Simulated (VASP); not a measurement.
Input of a VASP 6.6.1 run:

File INCAR:

```
ALGO = Normal
EDIFF = 1E-7
ENCUT = 520
GGA = PE
ISIF = 2
ISMEAR = -1
LASPH = T
LCHARG = F
LREAL = F
LWAVE = F
NBANDS = 22
NELM = 60
PREC = Accurate
SIGMA = 0.08
```

Contents of KPOINTS:

```
k-points
0
Gamma
  18 18 18
```

The input POSCAR:

```
Rh
1.0
   -1.9834267191      1.9834267191      1.0917425993
    1.9834267191     -1.9834267191      1.0917425993
    1.9834267191      1.9834267191     -1.0917425993
Rh
2
Direct
   -0.3750000000     -0.1250000000     -0.2500000000
    0.3750000000      0.1250000000      0.2500000000
```

Potentials or basis: VASP PAW PBE potentials, release 64 (Rh_pv).

The run is started by

```bash
$ cat potpaw_PBE.64/Rh_pv/POTCAR > POTCAR
$ mpirun -np 1 vasp_std > vasp.out
```

Q: What does it give for the pressure?

A: 525.8 GPa.

Q: Predict the band gap on the k mesh.

A: Zero (band 15 reaches 25.88 eV, above the bottom of band 16 at 20.83 eV).

Stress tensor (GPa, compression positive):
```
527.38   0.00   0.00
  0.00 527.38   0.00
  0.00   0.00 522.65
```
